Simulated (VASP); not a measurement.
# Al in VASP: a series of runs

The runs below take Al through single point, relaxation of the atoms, with PBE.

Everything below comes from runs of VASP 6.6.1. Logs are shortened: lines on timing, memory, paths and dates and some standing lists are left out, and cuts for length are marked.

## Step 1: The cell of the first run

The cell holds a slab with vacuum, 16 atoms: a = 5.728 Å, b = 5.728 Å, c = 18.075 Å, α = 90.00°, β = 90.00°, γ = 90.00°.

## Step 2: Single point, PBE

INCAR reads:

```
SYSTEM = Al
  PREC = Accurate
  ENCUT = 520
  EDIFF = 1E-7
  ISMEAR = -1
  SIGMA = 0.15
  LREAL = Auto
  LASPH = .True.
  NELM = 60
  ALGO = Normal
  ISIF = 2
  LWAVE = .False.
  LCHARG = .False.
  GGA = PE
  NBANDS = 38
```

KPOINTS reads:

```
regular mesh
0
Gamma
  3 3 1
  0 0 0
```

POSCAR reads:

```
Al
1.0
    5.7275650000      0.0000000000      0.0000000000
    0.0000000000      5.7275650000      0.0000000000
    0.0000000000      0.0000000000     18.0750000000
Al
16
Direct
    0.2500000000      0.2500000000      0.0553250000
    0.7500000000      0.2500000000      0.0553250000
    0.2500000000      0.7500000000      0.0553250000
    0.7500000000      0.7500000000      0.0553250000
    0.0000000000      0.0000000000      0.1647103474
    0.5000000000      0.0000000000      0.1647103474
    0.0000000000      0.5000000000      0.1647103474
    0.5000000000      0.5000000000      0.1647103474
    0.2500000000      0.2500000000      0.2808086226
    0.7500000000      0.2500000000      0.2808086226
    0.2500000000      0.7500000000      0.2808086226
    0.7500000000      0.7500000000      0.2808086226
    0.0000000000      0.0000000000      0.3901347575
    0.5000000000      0.0000000000      0.3901347575
    0.0000000000      0.5000000000      0.3901347575
    0.5000000000      0.5000000000      0.3901347575
```

Potentials or basis: VASP PAW PBE potentials, release 64 (Al).

On the command line:

```bash
$ cat potpaw_PBE.64/Al/POTCAR > POTCAR
$ mpirun -np 1 vasp_std > vasp.out
```

OUTCAR:

```text
SYSTEM = Al
   PREC = Accurate
   ENCUT = 520
   EDIFF = 1E-7
   ISMEAR = -1
   LREAL = Auto
   LASPH = .True.
   NELM = 60
   ISIF = 2
   GGA = PE

 ion  position               nearest neighbor table
   1  0.250  0.250  0.055-   5 2.83   6 2.83   7 2.83   8 2.83   2 2.86   3 2.86   3 2.86   2 2.86

   2  0.750  0.250  0.055-   5 2.83   6 2.83   7 2.83   8 2.83   1 2.86   4 2.86   4 2.86   1 2.86

   3  0.250  0.750  0.055-   5 2.83   6 2.83   7 2.83   8 2.83   1 2.86   4 2.86   1 2.86   4 2.86

   4  0.750  0.750  0.055-   5 2.83   6 2.83   7 2.83   8 2.83   2 2.86   3 2.86   2 2.86   3 2.86

   5  0.000  0.000  0.165-   1 2.83   2 2.83   3 2.83   4 2.83   6 2.86   7 2.86   7 2.86   6 2.86
                            11 2.92  12 2.92   9 2.92  10 2.92
   6  0.500  0.000  0.165-   1 2.83   2 2.83   3 2.83   4 2.83   5 2.86   8 2.86   8 2.86   5 2.86
                            11 2.92  12 2.92   9 2.92  10 2.92
   7  0.000  0.500  0.165-   1 2.83   2 2.83   3 2.83   4 2.83   5 2.86   8 2.86   5 2.86   8 2.86
                            11 2.92  12 2.92   9 2.92  10 2.92
   8  0.500  0.500  0.165-   1 2.83   2 2.83   3 2.83   4 2.83   6 2.86   7 2.86   6 2.86   7 2.86
                            11 2.92  12 2.92   9 2.92  10 2.92
   9  0.250  0.250  0.281-  13 2.83  14 2.83  15 2.83  16 2.83  10 2.86  11 2.86  11 2.86  10 2.86
                             5 2.92   6 2.92   7 2.92   8 2.92
  10  0.750  0.250  0.281-  13 2.83  14 2.83  15 2.83  16 2.83   9 2.86  12 2.86  12 2.86   9 2.86
                             5 2.92   6 2.92   7 2.92   8 2.92
  11  0.250  0.750  0.281-  13 2.83  14 2.83  15 2.83  16 2.83   9 2.86  12 2.86   9 2.86  12 2.86
                             5 2.92   6 2.92   7 2.92   8 2.92
  12  0.750  0.750  0.281-  13 2.83  14 2.83  15 2.83  16 2.83  10 2.86  11 2.86  10 2.86  11 2.86
                             5 2.92   6 2.92   7 2.92   8 2.92
  13  0.000  0.000  0.390-   9 2.83  10 2.83  11 2.83  12 2.83  14 2.86  15 2.86  15 2.86  14 2.86

  14  0.500  0.000  0.390-   9 2.83  10 2.83  11 2.83  12 2.83  13 2.86  16 2.86  16 2.86  13 2.86

  15  0.000  0.500  0.390-   9 2.83  10 2.83  11 2.83  12 2.83  13 2.86  16 2.86  13 2.86  16 2.86

  16  0.500  0.500  0.390-   9 2.83  10 2.83  11 2.83  12 2.83  14 2.86  15 2.86  14 2.86  15 2.86

  LATTYP: Found a simple tetragonal cell.
 ALAT       =     5.7275650000
 C/A-ratio  =     3.1557913354

  Lattice vectors:

 A1 = (   5.7275650000,   0.0000000000,   0.0000000000)
 A2 = (   0.0000000000,   5.7275650000,   0.0000000000)
 A3 = (   0.0000000000,   0.0000000000,  18.0750000000)

Analysis of symmetry for initial positions (statically):
=====================================================================
 Subroutine PRICEL returns following result:

  LATTYP: Found a simple tetragonal cell.
 ALAT       =     2.8637825000
 C/A-ratio  =     6.3115826708

  Lattice vectors:

 A1 = (   2.8637825000,   0.0000000000,   0.0000000000)
 A2 = (   0.0000000000,   2.8637825000,   0.0000000000)
 A3 = (   0.0000000000,   0.0000000000,  18.0750000000)

   4 primitive cells build up your supercell.

 Routine SETGRP: Setting up the symmetry group for a
 simple tetragonal supercell.

 Subroutine GETGRP returns: Found  8 space group operations
 (whereof  8 operations were pure point group operations)
 out of a pool of 16 trial point group operations.

The static configuration has the point symmetry C_4v.

Analysis of symmetry for dynamics (positions and initial velocities):
=====================================================================
 Subroutine PRICEL returns following result:

  LATTYP: Found a simple tetragonal cell.
 ALAT       =     2.8637825000
 C/A-ratio  =     6.3115826708

  Lattice vectors:

 A1 = (   2.8637825000,   0.0000000000,   0.0000000000)
 A2 = (   0.0000000000,   2.8637825000,   0.0000000000)
 A3 = (   0.0000000000,   0.0000000000,  18.0750000000)

   4 primitive cells build up your supercell.

 Routine SETGRP: Setting up the symmetry group for a
 simple tetragonal supercell.

 Subroutine GETGRP returns: Found  8 space group operations
 (whereof  8 operations were pure point group operations)
 out of a pool of 16 trial point group operations.

The dynamic configuration has the point symmetry C_4v.

 Subroutine INISYM returns: Found  8 space group operations
 (whereof  8 operations are pure point group operations),
 and found     4 'primitive' translations

----------------------------------------------------------------------------------------

                                     Primitive cell

  volume of cell :     148.2376

  direct lattice vectors                    reciprocal lattice vectors
     2.863782500  0.000000000  0.000000000     0.349188530  0.000000000  0.000000000
     0.000000000  2.863782500  0.000000000     0.000000000  0.349188530  0.000000000
     0.000000000  0.000000000 18.075000000     0.000000000  0.000000000  0.055325035

  length of vectors
     2.863782500  2.863782500 18.075000000     0.349188530  0.349188530  0.055325035

  position of ions in fractional coordinates (direct lattice)
     0.500000000  0.500000000  0.055325000
     0.000000000  0.000000000  0.164710347
     0.500000000  0.500000000  0.280808623
     0.000000000  0.000000000  0.390134758

  ion indices of the primitive-cell ions
   primitive index   ion index
                 1           1
                 2           5
                 3           9
                 4          13

----------------------------------------------------------------------------------------

 KPOINTS: regular mesh

Automatic generation of k-mesh.
 Grid dimensions read from file:
 generate k-points for:    3    3    1

 Generating k-lattice:

  Cartesian coordinates                     Fractional coordinates (reciprocal lattice)
     0.058198088  0.000000000  0.000000000     0.333333333  0.000000000  0.000000000
     0.000000000  0.058198088  0.000000000     0.000000000  0.333333333  0.000000000
     0.000000000  0.000000000  0.055325035     0.000000000  0.000000000  1.000000000

  Length of vectors
     0.058198088  0.058198088  0.055325035

  Shift w.r.t. Gamma in fractional coordinates (k-lattice)
     0.000000000  0.000000000  0.000000000

 Subroutine IBZKPT returns following result:
 ===========================================

 Found      3 irreducible k-points:

 Following reciprocal coordinates:
            Coordinates               Weight
  0.000000  0.000000  0.000000      1.000000
  0.333333  0.000000  0.000000      4.000000
  0.333333  0.333333  0.000000      4.000000
   k-points           NKPTS =      3   k-points in BZ     NKDIM =      3   number of bands    NBANDS=     38
   number of dos      NEDOS =    301   number of ions     NIONS =     16
   total plane-waves  NPLWV = 322560
   dimension x,y,z NGX =    48 NGY =   48 NGZ =  140
   dimension x,y,z NGXF=    96 NGYF=   96 NGZF=  280
   ions per type =              16
   NGX,Y,Z   is equivalent  to a cutoff of  13.93, 13.93, 12.88 a.u.
   NGXF,Y,Z  is equivalent  to a cutoff of  27.86, 27.86, 25.75 a.u.
 SYSTEM =  Al
   PREC   = accura    normal or accurate (medium, high low for compatibility)
   ISTART =      0    job   : 0-new  1-cont  2-samecut
   ICHARG =      2    charge: 1-file 2-atom 10-const
   ISPIN  =      1    spin polarized calculation?
   LNONCOLLINEAR =      F non collinear calculations
   LSORBIT =      F    spin-orbit coupling
   LASPH  =      T    aspherical Exc in radial PAW
   ENCUT  =  520.0 eV  38.22 Ry    6.18 a.u.  10.65 10.65 33.61*2*pi/ulx,y,z
   NELM   =     60;   NELMIN=  2; NELMDL= -5     # of ELM steps
   EDIFF  = 0.1E-06   stopping-criterion for ELM
   LREAL  =      T    real-space projection
   EDIFFG = 0.1E-05   stopping-criterion for IOM
   NSW    =      0    number of steps for IOM
   IBRION =     -1    ionic relax: 0-MD 1-quasi-New 2-CG
   NFREE  =      0    steps in history (QN), initial steepest desc. (CG)
   ISIF   =      2    stress and relaxation
   ISYM   =      2    0-nonsym 1-usesym 2-fastsym
   POTIM  = 0.5000    time-step for ionic-motion
   TEBEG  =    0.0;   TEEND  =   0.0 temperature during run
   PSTRESS=    0.0 pullay stress
   NELECT =      48.0000    total number of electrons
   NUPDOWN=      -1.0000    fix difference up-down
   EMIN   =  10.00;   EMAX   =-10.00  energy-range for DOS
   EFERMI =   0.00;   METHOD = LEGACY
   ISMEAR =    -1;   SIGMA  =   0.15  broadening in eV -4-tet -1-fermi 0-gaus
   EFERMI_NEDOS =   21; number of points for ismear=-14 and -15
   IALGO  =     38    algorithm
   IMIX   =      4    mixing-type and parameters
     AMIX     =   0.40;   BMIX     =  1.00
     AMIX_MAG =   1.60;   BMIX_MAG =  1.00
  volume/ion in A,a.u.               =      37.06       250.09
  Fermi-wavevector in a.u.,A,eV,Ry     =   0.708189  1.338283  6.823751  0.501532
  Thomas-Fermi vector in A             =   1.794438
   LORBIT       =      0    0 simple, 1 ext, 2 COOP (PROOUT), +10 PAW based schemes
   GGA     = PE    functional components
   LHFCALC =     F    Hartree Fock is set to
   AEXX    =    0.0000 exact exchange contribution
   IVDW    =     0    specifies the selected vdW correction
   LEPSILON=     F    determine dielectric tensor
   LRPA    =     F    only Hartree local field effects (RPA)
 non-spin polarized calculation
  energy-cutoff  :      520.00
  volume of cell :      592.95
 maximum number of plane-waves:     15973
 NGX is ok and might be reduce to    42
   NGX = 21   NGY = 21   NGZ = 67

 number of electron      48.0000000 magnetization

 Free energy of the ion-electron system (eV)
  ---------------------------------------------------
  ext. energy  EPLUGINS =         0.00000000
  ---------------------------------------------------
  free energy    TOTEN  =       -56.59311268 eV

  energy without entropy =      -56.08846605  energy(sigma->0) =      -56.34078937

 E-fermi :   1.3136     XC(G=0):  -5.6266

 val. band max:        1.3001085704   @ k =   0.0000   0.0000   0.0000
 cond. band min:       1.4802729278   @ k =   0.0000   0.0000   0.0000
 fundamental gap:      0.1801643574
 Fermi energy:         1.3135997596

 k-point     1 :       0.0000    0.0000    0.0000
  band No.  band energies     occupation
      1      -9.3196      2.00000
      2      -8.0499      2.00000
      3      -5.7779      2.00000
      4      -4.8902      2.00000
      5      -4.8902      2.00000
      6      -4.8898      2.00000
[... 28 lines left out ...]
     35       3.6625      0.00000
     36       3.6625      0.00000

 k-point     2 :       0.3333    0.0000    0.0000
  band No.  band energies     occupation
      1      -8.8204      2.00000
      2      -7.5547      2.00000
      3      -7.3332      2.00000
      4      -6.0798      2.00000
      5      -5.2881      2.00000
      6      -4.4085      2.00000
[... 28 lines left out ...]
     35       4.0923      0.00000
     36       4.0928      0.00000

 k-point     3 :       0.3333    0.3333    0.0000
  band No.  band energies     occupation
      1      -8.3229      2.00000
      2      -7.0612      2.00000
      3      -6.8410      2.00000
      4      -6.8410      2.00000
      5      -5.5915      2.00000
      6      -5.5915      2.00000
[... 28 lines left out ...]
     35       4.2567      0.00000
     36       4.5610      0.00000
 [bands above 36 left out]

------------------------ aborting loop because EDIFF is reached ----------------------------------------

  FORCE on cell =-STRESS in cart. coord.  units (eV):
  Direction    XX          YY          ZZ          XY          YZ          ZX
  --------------------------------------------------------------------------------------
  -------------------------------------------------------------------------------------
  Total       -5.6597888     -5.6597888      0.0868396      0.0000000      0.0000000     -0.0000000
  in kB      -15.2929916    -15.2929916      0.2346444      0.0000000      0.0000000     -0.0000000
  external PRESSURE =     -10.1171129 kB  Pullay stress =       0.0000000 kB

 VOLUME and BASIS-vectors are now :
 -----------------------------------------------------------------------------
  energy-cutoff  :      520.00
  volume of cell :      592.95
      direct lattice vectors                 reciprocal lattice vectors
     5.727565000  0.000000000  0.000000000     0.174594265  0.000000000  0.000000000
     0.000000000  5.727565000  0.000000000     0.000000000  0.174594265  0.000000000
     0.000000000  0.000000000 18.075000000     0.000000000  0.000000000  0.055325035

 POSITION                                       TOTAL-FORCE (eV/Angst)
 -----------------------------------------------------------------------------------
      1.43189      1.43189      1.00000         0.000000      0.000000     -0.027730
      4.29567      1.43189      1.00000        -0.000000      0.000000     -0.027730
      1.43189      4.29567      1.00000        -0.000000     -0.000000     -0.027730
      4.29567      4.29567      1.00000         0.000000     -0.000000     -0.027730
      0.00000      0.00000      2.97714        -0.000000     -0.000000      0.066027
      2.86378      0.00000      2.97714        -0.000000     -0.000000      0.066027
[... 8 lines left out ...]
      0.00000      2.86378      7.05169        -0.000000      0.000000      0.025926
      2.86378      2.86378      7.05169        -0.000000      0.000000      0.025926
 -----------------------------------------------------------------------------------
    total drift:                               -0.000000     -0.000000     -0.018968

  FREE ENERGIE OF THE ION-ELECTRON SYSTEM (eV)
  ---------------------------------------------------
  free  energy   TOTEN  =       -56.5931126842 eV

  energy  without entropy=      -56.0884660548  energy(sigma->0) =      -56.34078937
```

It took 2 min on 1 thread of Intel Xeon Platinum 8488C (Sapphire Rapids), shared host; peak memory 0.6 GiB.

Results:

```
Free energy            : -56.5931 eV
Largest force          : 0.066 eV/Å
Band gap on the k mesh : zero (filled and empty bands touch)
```

Forces in eV/Å, atoms in the order of the input:
```
Al   0.000  0.000 -0.028
Al   0.000  0.000 -0.028
Al   0.000  0.000 -0.028
Al   0.000  0.000 -0.028
Al   0.000  0.000  0.066
Al   0.000  0.000  0.066
Al   0.000  0.000  0.066
Al   0.000  0.000  0.066
Al   0.000  0.000 -0.064
Al   0.000  0.000 -0.064
Al   0.000  0.000 -0.064
Al   0.000  0.000 -0.064
Al   0.000  0.000  0.026
Al   0.000  0.000  0.026
Al   0.000  0.000  0.026
Al   0.000  0.000  0.026
```

Caveat: the k points lie up to 0.37 Å⁻¹ apart; there is no dipole correction, which matters where the two faces differ.

(Continued in part 2 of 2.)

The gap in the log of VASP goes by the Fermi energy; the results here count the filled bands.